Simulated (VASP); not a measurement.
# CdO (lda) (Fm-3m) in VASP: further runs

CdO (lda) is run at these levels: LDA; tasks: single point, relaxation of cell and atoms.

All numbers are computed with VASP 6.6.1; they aren't measurements. Logs are shortened: lines on timing, memory, paths and dates and some standing lists are left out, and cuts for length are marked.

## 1. The cell of the first run

Symmetry: Fm-3m, No. 225, cubic system. Conventional cell: a = 4.634 Å, b = 4.634 Å, c = 4.634 Å, α = 90.00°, β = 90.00°, γ = 90.00°. Within 3.1 Å of Cd (site symmetry m-3m) lie 6 O at 2.32 Å. O (site symmetry m-3m) has 6 Cd at 2.32 Å within 3.1 Å.

## 2. Single point, LDA

The input, INCAR:

```
SYSTEM = CdO
ALGO = Normal
EDIFF = 1E-6
ENCUT = 600
GGA_COMPAT = .False.
ISIF = 2
ISMEAR = 0
LASPH = .True.
LCHARG = .False.
LREAL = .False.
LWAVE = .False.
NBANDS = 16
NELM = 120
PREC = Accurate
SIGMA = 0.1
```

The input, KPOINTS:

```
k-points
0
Gamma
  14 14 14
  0 0 0
```

The input, POSCAR:

```
CdO
1.0
    0.0000000000      2.3170025574      2.3170025574
    2.3170025574      0.0000000000      2.3170025574
    2.3170025574      2.3170025574      0.0000000000
Cd O
1 1
Direct
    0.0000000000      0.0000000000      0.0000000000
    0.5000000000      0.5000000000      0.5000000000
```

Potentials or basis: VASP PAW LDA potentials, release 64 (Cd, O).

On the command line:

```
$ cat potpaw_LDA.64/Cd/POTCAR potpaw_LDA.64/O/POTCAR > POTCAR
$ mpirun -np 1 vasp_std > vasp.out
```

OUTCAR:

```text
SYSTEM = CdO
   EDIFF = 1E-6
   ENCUT = 600
   ISIF = 2
   ISMEAR = 0
   LASPH = .True.
   LREAL = .False.
   NELM = 120
   PREC = Accurate

 ion  position               nearest neighbor table
   1  0.000  0.000  0.000-   2 2.32   2 2.32   2 2.32   2 2.32   2 2.32   2 2.32
   2  0.500  0.500  0.500-   1 2.32   1 2.32   1 2.32   1 2.32   1 2.32   1 2.32

  LATTYP: Found a face centered cubic cell.
 ALAT       =     4.6340051148

  Lattice vectors:

 A1 = (   0.0000000000,   2.3170025574,   2.3170025574)
 A2 = (   2.3170025574,   0.0000000000,   2.3170025574)
 A3 = (   2.3170025574,   2.3170025574,   0.0000000000)

Analysis of symmetry for initial positions (statically):
=====================================================================
 Subroutine PRICEL returns:
 Original cell was already a primitive cell.

 Routine SETGRP: Setting up the symmetry group for a
 face centered cubic supercell.

 Subroutine GETGRP returns: Found 48 space group operations
 (whereof 48 operations were pure point group operations)
 out of a pool of 48 trial point group operations.

The static configuration has the point symmetry O_h .

Analysis of symmetry for dynamics (positions and initial velocities):
=====================================================================
 Subroutine PRICEL returns:
 Original cell was already a primitive cell.

 Routine SETGRP: Setting up the symmetry group for a
 face centered cubic supercell.

 Subroutine GETGRP returns: Found 48 space group operations
 (whereof 48 operations were pure point group operations)
 out of a pool of 48 trial point group operations.

The dynamic configuration has the point symmetry O_h .

 Subroutine INISYM returns: Found 48 space group operations
 (whereof 48 operations are pure point group operations),
 and found     1 'primitive' translations

----------------------------------------------------------------------------------------

                                     Primitive cell

  volume of cell :      24.8777

  direct lattice vectors                    reciprocal lattice vectors
     0.000000000  2.317002557  2.317002557    -0.215796050  0.215796050  0.215796050
     2.317002557  0.000000000  2.317002557     0.215796050 -0.215796050  0.215796050
     2.317002557  2.317002557  0.000000000     0.215796050  0.215796050 -0.215796050

  length of vectors
     3.276736441  3.276736441  3.276736441     0.373769723  0.373769723  0.373769723
[... 74 lines left out ...]
   ICHARG =      2    charge: 1-file 2-atom 10-const
   ISPIN  =      1    spin polarized calculation?
   LNONCOLLINEAR =      F non collinear calculations
   LSORBIT =      F    spin-orbit coupling
   LASPH  =      T    aspherical Exc in radial PAW
   ENCUT  =  600.0 eV  44.10 Ry    6.64 a.u.   6.54  6.54  6.54*2*pi/ulx,y,z
   NELM   =    120;   NELMIN=  2; NELMDL= -5     # of ELM steps
   EDIFF  = 0.1E-05   stopping-criterion for ELM
   LREAL  =      F    real-space projection
   EDIFFG = 0.1E-04   stopping-criterion for IOM
   NSW    =      0    number of steps for IOM
   IBRION =     -1    ionic relax: 0-MD 1-quasi-New 2-CG
   NFREE  =      0    steps in history (QN), initial steepest desc. (CG)
   ISIF   =      2    stress and relaxation
   ISYM   =      2    0-nonsym 1-usesym 2-fastsym
   POTIM  = 0.5000    time-step for ionic-motion
   TEBEG  =    0.0;   TEEND  =   0.0 temperature during run
   PSTRESS=    0.0 pullay stress
   NELECT =      18.0000    total number of electrons
   NUPDOWN=      -1.0000    fix difference up-down
   EMIN   =  10.00;   EMAX   =-10.00  energy-range for DOS
   EFERMI =   0.00;   METHOD = LEGACY
   ISMEAR =     0;   SIGMA  =   0.10  broadening in eV -4-tet -1-fermi 0-gaus
   EFERMI_NEDOS =   21; number of points for ismear=-14 and -15
   IALGO  =     38    algorithm
   IMIX   =      4    mixing-type and parameters
     AMIX     =   0.40;   BMIX     =  1.00
     AMIX_MAG =   1.60;   BMIX_MAG =  1.00
  volume/ion in A,a.u.               =      12.44        83.94
  Fermi-wavevector in a.u.,A,eV,Ry     =   1.469702  2.777333 29.388893  2.160023
  Thomas-Fermi vector in A             =   2.585047
   LORBIT       =      0    0 simple, 1 ext, 2 COOP (PROOUT), +10 PAW based schemes
   GGA     = CA    functional components
   LHFCALC =     F    Hartree Fock is set to
   AEXX    =    0.0000 exact exchange contribution
   IVDW    =     0    specifies the selected vdW correction
   LEPSILON=     F    determine dielectric tensor
   LRPA    =     F    only Hartree local field effects (RPA)
 non-spin polarized calculation
 Gauss-broadening in eV      SIGMA  =   0.10
  energy-cutoff  :      600.00
  volume of cell :       24.88
 maximum number of plane-waves:       869
 NGX is ok and might be reduce to    28
   NGX = 13   NGY = 13   NGZ = 13

 number of electron      18.0000002 magnetization

 Free energy of the ion-electron system (eV)
  ---------------------------------------------------
  ext. energy  EPLUGINS =         0.00000000
  ---------------------------------------------------
  free energy    TOTEN  =        -9.33967899 eV

  energy without entropy =       -9.33939459  energy(sigma->0) =       -9.33953679

 E-fermi :   2.3173     XC(G=0): -12.4310

 val. band max:        2.2102527917   @ k =   0.5000   0.0000   0.0000
 cond. band min:       2.4092182038   @ k =   0.0714   0.0000   0.0000
 fundamental gap:      0.1989654121
 Fermi energy:         2.3172848335

 k-point     1 :       0.0000    0.0000    0.0000
  band No.  band energies     occupation
      1     -15.2499      2.00000
      2      -4.5666      2.00000
      3      -4.5666      2.00000
      4      -4.5666      2.00000
      5      -4.2346      2.00000
      6      -4.2346      2.00000
[... 433 lines left out ...]
      3      -4.8338      2.00000
      4      -4.5948      2.00000
      5      -4.3303      2.00000
      6      -4.0737      2.00000
[... 8 lines left out ...]
     15      22.8186      0.00000
     16      24.7133      0.00000

 [... further k-points ...]
[... 5 lines left out ...]
  --------------------------------------------------------------------------------------
  -------------------------------------------------------------------------------------
  Total        0.3040751      0.3040751      0.3040751     -0.0000000     -0.0000000      0.0000000
  in kB       19.5831219     19.5831219     19.5831219     -0.0000000     -0.0000000      0.0000000
  external PRESSURE =      19.5831219 kB  Pullay stress =       0.0000000 kB

 VOLUME and BASIS-vectors are now :
 -----------------------------------------------------------------------------
  energy-cutoff  :      600.00
  volume of cell :       24.88
      direct lattice vectors                 reciprocal lattice vectors
     0.000000000  2.317002557  2.317002557    -0.215796050  0.215796050  0.215796050
     2.317002557  0.000000000  2.317002557     0.215796050 -0.215796050  0.215796050
     2.317002557  2.317002557  0.000000000     0.215796050  0.215796050 -0.215796050

 POSITION                                       TOTAL-FORCE (eV/Angst)
 -----------------------------------------------------------------------------------
      0.00000      0.00000      0.00000         0.000000      0.000000      0.000000
      2.31700      2.31700      2.31700        -0.000000     -0.000000     -0.000000
 -----------------------------------------------------------------------------------
    total drift:                                0.000000      0.000000      0.000000

  FREE ENERGIE OF THE ION-ELECTRON SYSTEM (eV)
  ---------------------------------------------------
  free  energy   TOTEN  =        -9.3396789935 eV

  energy  without entropy=       -9.3393945948  energy(sigma->0) =       -9.33953679
```

stdout:

```text
POSCAR found type information on POSCAR CdO
 POSCAR found :  2 types and       2 ions
 scaLAPACK will be used
 LDA part: xc-table for (Slater(with rela. corr.)+CA(PZ))
 , standard interpolation
 POSCAR, INCAR and KPOINTS ok, starting setup
 FFT: planning ... GRIDC
 FFT: planning ... GRID_SOFT
 FFT: planning ... GRID
 WAVECAR not read
 entering main loop
```

Run time: 40 s. Hardware: 1 thread of Intel Xeon Platinum 8259CL at 2.50GHz (Skylake/Cascade Lake), shared host; peak memory 0.18 GiB.

What came out:

```
Free energy            : -9.3397 eV
Pressure               : 2.0 GPa
Band gap on the k mesh : zero (band 9 reaches 2.21 eV, above the bottom of band 10 at 1.78 eV)
```

## 3. Single point, LDA

This run uses another cell than the first one, of 9.66 Å³/atom, 0.777 times its volume.

The input, INCAR:

```
SYSTEM = CdO
PREC = Accurate ; ENCUT = 600
EDIFF = 1E-6 ; ISMEAR = 0
SIGMA = 0.1 ; LREAL = .FALSE.
LASPH = .TRUE. ; NELM = 120
ALGO = Normal ; ISIF = 2
LWAVE = .FALSE. ; LCHARG = .FALSE.
NBANDS = 16 ; GGA_COMPAT = .FALSE.
```

The input, KPOINTS:

```
regular mesh
0
G
  16 16 16
  0 0 0
```

The input, POSCAR:

```
CdO
1.0
    0.0000000000      2.1299120087      2.1299120087
    2.1299120087      0.0000000000      2.1299120087
    2.1299120087      2.1299120087      0.0000000000
Cd O
1 1
Direct
    0.0000000000      0.0000000000      0.0000000000
    0.5000000000      0.5000000000      0.5000000000
```

Potentials or basis: VASP PAW LDA potentials, release 64 (Cd, O).

On the command line:

```
$ cat potpaw_LDA.64/Cd/POTCAR potpaw_LDA.64/O/POTCAR > POTCAR
$ mpirun -np 1 vasp_std > vasp.out
```

Wall time 26 s (1 thread of Intel Xeon Platinum 8259CL at 2.50GHz (Skylake/Cascade Lake), shared host); peak memory 0.17 GiB.

The run converged. Its results:

```
Free energy            : -8.1709 eV
Pressure               : 81.7 GPa
Band gap on the k mesh : 0.15 eV, indirect (least direct gap 3.09 eV)
```

Levels at points of the mesh, in eV from the valence-band top:
| k point | band 5 | band 6 | band 7 | band 8 | band 9 | band 10 | band 11 | band 12 | band 13 | band 14 |
| --- | --- | --- | --- | --- | --- | --- | --- | --- | --- | --- |
| (0.00, 0.00, 0.00) | -7.30 | -7.30 | -2.94 | -2.94 | -2.94 | 0.15 | 14.72 | 18.91 | 18.91 | 18.91 |
| (0.50, 0.00, 0.00) | -6.76 | -6.76 | -4.63 | 0.00 | 0.00 | 4.14 | 9.23 | 12.94 | 12.94 | 20.73 |
| (0.50, 0.50, 0.00) | -6.45 | -6.45 | -5.46 | -4.30 | -4.30 | 4.83 | 9.49 | 12.14 | 15.66 | 15.66 |

## 4. Relaxation of cell and atoms, LDA, target pressure 150 GPa, at which the enthalpy is minimised

This run uses another cell than the first one, of 8.53 Å³/atom, 0.686 times its volume.

The input, INCAR:

```
ALGO = Normal ; EDIFF = 1E-7
EDIFFG = -0.004 ; ENCUT = 600
GGA_COMPAT = F ; IBRION = 2
ISIF = 3 ; ISMEAR = 0
LASPH = T ; LCHARG = F
LREAL = F ; LWAVE = F
NELM = 120 ; NELMIN = 4
NSW = 70 ; PREC = Accurate
PSTRESS = 1500.0 ; SIGMA = 0.01
```

The input, KPOINTS:

```
k-points
0
Gamma
  14 14 14
```

The input, POSCAR:

```
CdO
1.0
    0.0000000000      2.0435965493      2.0435965493
    2.0435965493      0.0000000000      2.0435965493
    2.0435965493      2.0435965493      0.0000000000
Cd O
1 1
Direct
    0.0000000000      0.0000000000      0.0000000000
    0.5000000000      0.5000000000      0.5000000000
```

Potentials or basis: VASP PAW LDA potentials, release 64 (Cd, O).

On the command line:

```
$ cat potpaw_LDA.64/Cd/POTCAR potpaw_LDA.64/O/POTCAR > POTCAR
$ mpirun -np 1 vasp_std > vasp.out
```

OUTCAR:

```text
EDIFF = 1E-7
   EDIFFG = -0.004
   ENCUT = 600
   IBRION = 2
   ISIF = 3
   ISMEAR = 0
   LASPH = T
   LREAL = F
   NELM = 120
   NELMIN = 4
   NSW = 70
   PREC = Accurate
   PSTRESS = 1500.0

 ion  position               nearest neighbor table
   1  0.000  0.000  0.000-   2 2.04   2 2.04   2 2.04   2 2.04   2 2.04   2 2.04
   2  0.500  0.500  0.500-   1 2.04   1 2.04   1 2.04   1 2.04   1 2.04   1 2.04

  LATTYP: Found a face centered cubic cell.
 ALAT       =     4.0871930986

  Lattice vectors:

 A1 = (   0.0000000000,   2.0435965493,   2.0435965493)
 A2 = (   2.0435965493,   0.0000000000,   2.0435965493)
 A3 = (   2.0435965493,   2.0435965493,   0.0000000000)

Analysis of symmetry for initial positions (statically):
=====================================================================
 Subroutine PRICEL returns:
 Original cell was already a primitive cell.

 Routine SETGRP: Setting up the symmetry group for a
 face centered cubic supercell.

 Subroutine GETGRP returns: Found 48 space group operations
 (whereof 48 operations were pure point group operations)
 out of a pool of 48 trial point group operations.

The static configuration has the point symmetry O_h .

[... 169 lines left out ...]
  Total       17.2590786     17.2590786     17.2590786      0.0000000      0.0000000      0.0000000
  in kB     1619.9914054   1619.9914054   1619.9914054      0.0000000      0.0000000      0.0000000
  external PRESSURE =     119.9914054 kB  Pullay stress =    1500.0000000 kB
[... 101 lines left out ...]
--------------------------------------- Ionic step        4  -------------------------------------------

 number of electron      17.9999994 magnetization

 Free energy of the ion-electron system (eV)
  ---------------------------------------------------
  ext. energy  EPLUGINS =         0.00000000
  ---------------------------------------------------
  free energy    TOTEN  =        -6.75869417 eV

  energy without entropy =       -6.75869417  energy(sigma->0) =       -6.75869417

 E-fermi :   7.2502     XC(G=0): -14.5974

 val. band max:        7.1264534155   @ k =   0.5000   0.0000   0.0000
 cond. band min:       7.5713319174   @ k =   0.0000   0.0000   0.0000
 fundamental gap:      0.4448785019
 Fermi energy:         7.2501822878

 k-point     1 :       0.0000    0.0000    0.0000
  band No.  band energies     occupation
      1     -14.5007      2.00000
      2      -1.5239      2.00000
      3      -1.5239      2.00000
      4      -1.5239      2.00000
      5      -0.8025      2.00000
      6      -0.8025      2.00000
      7       3.3858      2.00000
      8       3.3858      2.00000
      9       3.3858      2.00000
     10       7.5713      0.00000
     11      21.5528      0.00000
     12      26.8050      0.00000
     13      26.8050      0.00000
[... 354 lines left out ...]
  band No.  band energies     occupation
      1     -13.5316      2.00000
      2      -3.1616      2.00000
      3      -2.3218      2.00000
      4      -1.8554      2.00000
      5      -1.1000      2.00000
      6      -0.4368      2.00000
      7       2.2809      2.00000
      8       4.2675      2.00000
      9       5.1824      2.00000
     10      11.6011      0.00000
     11      18.9474      0.00000
     12      21.4454      0.00000
     13      23.2142      0.00000

 [... further k-points ...]
[... 5 lines left out ...]
  --------------------------------------------------------------------------------------
  -------------------------------------------------------------------------------------
  Total       16.2261911     16.2261911     16.2261911      0.0000000      0.0000000      0.0000000
  in kB     1499.8827098   1499.8827098   1499.8827098      0.0000000      0.0000000      0.0000000
  external PRESSURE =      -0.1172902 kB  Pullay stress =    1500.0000000 kB
[... 21 lines left out ...]
  energy  without entropy=       -6.7586941731  energy(sigma->0) =       -6.75869417

  enthalpy is  TOTEN    =         9.4687658522 eV   P V=       16.2274600253

 reached required accuracy - stopping structural energy minimisation
```

OSZICAR:

```text
N       E                     dE             d eps       ncg     rms          rms(c)
DAV:   1     0.135543503511E+03    0.13554E+03   -0.12324E+04  2893   0.173E+03
DAV:   2    -0.480545511232E+01   -0.14035E+03   -0.13156E+03  2959   0.383E+02
DAV:   3    -0.854812219452E+01   -0.37427E+01   -0.37338E+01  2984   0.701E+01
[... 33 lines left out ...]
DAV:   1    -0.675874525171E+01    0.95982E-02   -0.11413E-03  2769   0.567E-01    0.562E-02
DAV:   2    -0.675870024654E+01    0.45005E-04   -0.94273E-05  3014   0.174E-01    0.350E-02
DAV:   3    -0.675869471184E+01    0.55347E-05   -0.13115E-05  3049   0.768E-02    0.245E-02
DAV:   4    -0.675869418692E+01    0.52492E-06   -0.76705E-07  2786   0.113E-02    0.550E-03
DAV:   5    -0.675869417309E+01    0.13829E-07   -0.83268E-08  1367   0.359E-03
   4 F= 0.94687659E+01 E0= 0.94687659E+01  d E =-.974498E-02
```

Run time: 39 s. Hardware: 1 thread of Intel Xeon Platinum 8259CL at 2.50GHz (Skylake/Cascade Lake), shared host; peak memory 0.16 GiB.

What came out:

| Item | Value |
| --- | --- |
| Free energy | -6.7587 eV |
| Relaxed volume | 8.67 Å³/atom |
| Relaxed cell | a = 2.905 Å, b = 2.905 Å, c = 2.905 Å, α = 60.00°, β = 60.00°, γ = 60.00° |
| Space group after relaxing (to 0.05 Å) | Fm-3m (No. 225) |
| Energy change on relaxing (the enthalpy is what falls) | -128.2 meV/atom |
| Ionic steps | 4 |
| Pressure after relaxing | 150.0 GPa |
| Band gap on the k mesh | 0.44 eV, indirect (least direct gap 3.93 eV) |

Step by step:
```csv
step,energy change (eV),largest force (eV/Å),pressure (GPa),volume (Å³)
1,0.0000,0.0000,162.00,17.07
2,-1.3073,0.0000,99.76,18.70
3,-0.2661,0.0000,149.54,17.34
4,-0.2565,0.0000,149.99,17.33
```

Final structure:
```
CELL_PARAMETERS angstrom
0.00000 2.05406 2.05406
2.05406 0.00000 2.05406
2.05406 2.05406 0.00000
ATOMIC_POSITIONS crystal
Cd 0.00000 0.00000 0.00000
O 0.50000 0.50000 0.50000
```

Levels at points of the mesh, in eV from the valence-band top:
| k point | band 5 | band 6 | band 7 | band 8 | band 9 | band 10 | band 11 | band 12 | band 13 |
| --- | --- | --- | --- | --- | --- | --- | --- | --- | --- |
| (0.00, 0.00, 0.00) | -7.93 | -7.93 | -3.74 | -3.74 | -3.74 | 0.44 | 14.43 | 19.68 | 19.68 |
| (0.50, 0.00, 0.00) | -7.23 | -7.23 | -5.00 | 0.00 | 0.00 | 3.93 | 10.01 | 13.29 | 13.29 |
| (0.50, 0.50, 0.00) | -6.85 | -6.85 | -5.45 | -5.26 | -5.26 | 5.27 | 9.82 | 12.55 | 16.64 |

Caveat: the cell is relaxed towards a set pressure, so the enthalpy falls and the energy may rise.

## 5. Overview

| task | cell | k mesh | smearing | gap on the mesh (eV) | pressure (GPa) |
| --- | --- | --- | --- | --- | --- |
| single point | a = 3.277 Å, angles 60.0°, 2 atoms | 14 × 14 × 14 | gaussian 0.1 eV | none | 2.0 |
| single point | a = 3.012 Å, angles 60.0°, 2 atoms | 16 × 16 × 16 | gaussian 0.1 eV | 0.15 | 81.7 |
| relaxation of cell and atoms | relaxed to 150 GPa from a = 2.890 Å, angles 60.0°, 2 atoms | 14 × 14 × 14 | gaussian 0.01 eV | 0.44 | 150.0 |

Alike in all rows: level LDA; potentials or basis VASP PAW LDA potentials, release 64 (Cd, O); no spin polarisation; cutoff (eV) 600.

Caveats: the cell is relaxed towards a set pressure, so the enthalpy falls and the energy may rise (some runs).

Absolute energies hang on the potentials; compare differences alone.
